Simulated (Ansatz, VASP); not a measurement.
## One calculation of Ge4H, two programs

The input INCAR:

```
SYSTEM = Ge4H
PREC     = Accurate       ! precision mode
ENCUT    = 520            ! plane-wave cutoff, eV
EDIFF    = 1E-6           ! SCF threshold, eV
ISMEAR   = 0              ! smearing method
SIGMA    = 0.1            ! smearing width, eV
LREAL    = .False.        ! projectors in reciprocal space
LASPH    = .True.         ! aspherical terms in the spheres
NELM     = 60             ! most SCF steps
ALGO     = Normal         ! electronic algorithm
ISIF     = 2              ! what is computed and relaxed
LWAVE    = .False.        ! write WAVECAR
LCHARG   = .False.        ! write CHGCAR
LDIPOL   = .True.       
IDIPOL   = 3            
DIPOL    = 0.5 0.5 0.336
GGA      = PE             ! functional
IVDW     = 12             ! dispersion correction
NBANDS   = 36             ! bands
```

Contents of KPOINTS:

```
Automatic mesh
0
Gamma
  7 7 1
  0 0 0
```

POSCAR

```
Ge4H
1.0
    4.0303587907      0.0000000000      0.0000000000
    0.0000000000      4.0303587907      0.0000000000
    0.0000000000      0.0000000000     21.6416627718
Ge H
4 1
Direct
    0.0000000000      0.5000000000      0.1848286817
    0.0000000000      0.0000000000      0.2506714513
    0.5000000000      0.0000000000      0.3196569899
    0.5000000000      0.5000000000      0.3854446333
    1.0000000000      0.7500000000      0.5379282957
```

Input for Ansatz:

```yaml
crystal:
  lattice:
    - [4.0303587907, 0.0, 0.0]
    - [0.0, 4.0303587907, 0.0]
    - [0.0, 0.0, 21.6416627718]
  atoms:
    - { symbol: Ge, position: [0.0, 0.5, 0.1848286817] }
    - { symbol: Ge, position: [0.0, 0.0, 0.2506714513] }
    - { symbol: Ge, position: [0.5, 0.0, 0.3196569899] }
    - { symbol: Ge, position: [0.5, 0.5, 0.3854446333] }
    - { symbol: H, position: [1.0, 0.75, 0.5379282957] }
basis:
  ecutwfc: 420
kpoints:
  mp_grid: { grid: [7, 7, 1] }
hamiltonian:
  xc: pbe
  pseudopotentials: { kind: paw, azcp: { folder: soft_1 } }
  dispersion: d3bj
scf:
  occupations: { method: gaussian, width: 0.1 }
output:
  forces: true
  eigenvalues: true
efield:
  axis: 3
  dipole_correction: true
  ramp_width: 0.04
```

Alike in both runs: task single point; functional PBE; dispersion D3(BJ); k mesh 7 × 7 × 1; occupations gaussian, width 0.1 eV; no spin polarisation.

|  | VASP | Ansatz |
| --- | --- | --- |
| version | VASP 6.6.1 | Ansatz 0.2.0 |
| potentials or method | VASP PAW PBE potentials, release 64 (Ge_d, H), cutoff 520 eV | scalar-relativistic, plane waves, PAW |
| valence electrons in the cell | 57 | 57 |

```csv
,VASP,Ansatz,Ansatz less VASP
gap on the k mesh at the Fermi level (eV),none,none,-
rms of the force components (eV/Å),0.134,0.134,-0.0007
```

Atom by atom the forces differ by 0.002 eV/Å (rms over components). A gap of «none» marks a metal or a gap that the smearing closes.
